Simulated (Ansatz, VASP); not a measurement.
# TaRu: VASP beside Ansatz

INCAR

```
SYSTEM = TaRu
  ALGO = Normal
  EDIFF = 1E-8
  ENCUT = 520
  GGA = CA
  ISIF = 2
  ISMEAR = -1
  LASPH = .TRUE.
  LCHARG = .FALSE.
  LEFG = .TRUE.
  LREAL = .FALSE.
  LWAVE = .FALSE.
  NBANDS = 20
  NELM = 80
  PREC = Accurate
  SIGMA = 0.03
```

Contents of KPOINTS:

```
k-points
0
G
  13 13 13
  0 0 0
```

File POSCAR:

```
TaRu
1.0
    3.1870000000      0.0000000000      0.0000000000
    0.0000000000      3.1870000000      0.0000000000
    0.0000000000      0.0000000000      3.1551300000
Ta Ru
1 1
Direct
    0.5000000000      0.5000000000      0.5000000000
    0.0000000000      0.0000000000      0.0000000000
```

Input for Ansatz:

```yaml
crystal:
  lattice:
    - [3.187, 0.0, 0.0]
    - [0.0, 3.187, 0.0]
    - [0.0, 0.0, 3.15513]
  atoms:
    - { symbol: Ta, position: [0.5, 0.5, 0.5] }
    - { symbol: Ru, position: [0.0, 0.0, 0.0] }
kpoints:
  mp_grid: { grid: [13, 13, 13] }
scf:
  occupations: { method: fermi_dirac, width: 0.03 }
hamiltonian:
  xc: lda
  pseudopotentials: { kind: all_electron, datasets: crystal }
output:
  forces: true
  stress: true
  eigenvalues: true
  efg: { contact_densities: true }
```

Change from the starting cell: zz strain of -1 %, crystal datasets.

Alike in both runs: task electric field gradients; functional LDA; k mesh 13 × 13 × 13; occupations fermi-dirac, width 0.03 eV; no spin polarisation.

```csv
,VASP,Ansatz
version,VASP 6.6.1,Ansatz 0.2.0
potentials or method,"VASP PAW LDA potentials, release 64 (Ta_pv, Ru_pv), cutoff 520 eV","all-electron PAW with datasets made for the crystal, scalar-relativistic"
```

Ansatz gave:

```
pressure (GPa)                                                : -14.0
traceless stress, the component that is largest in VASP (GPa) : -1.43
size of Vzz on the site where it differs most (V/Å²)          : 1.6
```

**Question.** Estimate VASP's values.

**Answer.** Pressure (GPa): -13.3; traceless stress, the component that is largest in VASP (GPa): -1.39; size of Vzz on the site where it differs most (V/Å²): 2.8.

LDA's correlation is that of Perdew and Zunger in VASP and of Perdew and Wang (1992) in Ansatz. Ansatz ran all-electron here, and VASP with PAW potentials.

Spin-orbit coupling is off throughout.
